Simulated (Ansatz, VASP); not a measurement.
**One calculation of BaF2, two programs**

```xyz
3
Lattice="0.0000 3.0972 3.0972 3.0972 0.0000 3.0972 3.0972 3.0972 0.0000" Properties=species:S:1:pos:R:3 pbc="T T T"
Ba    0.0000    0.0000    0.0000
F     1.5486    1.5486    1.5486
F     4.6457    4.6457    4.6457
```

Alike in both runs: task single point; functional HSE06; k mesh 4 × 4 × 4; no spin polarisation.

|  | VASP | Ansatz |
| --- | --- | --- |
| version | VASP 6.6.1 | Ansatz 0.2.0 |
| potentials or method | VASP PAW PBE potentials, release 64 (Ba_sv, F) | plane waves, PAW |
| plane-wave cutoff (eV) | 520 | 420 |
| occupations | gaussian, width 0.01 eV | fixed |
| valence electrons in the cell | 24 | 24 |

```csv
,VASP,Ansatz,Ansatz less VASP
gap on the k mesh at the Fermi level (eV),8.70,8.77,+0.067
pressure (GPa),1.4,0.4,-1.02
```

Ansatz's warnings: stress exchange threshold loose, stress scf threshold loose.

The k mesh is coarse, so the values compare programs but aren't converged. Neither program's run includes spin-orbit coupling.
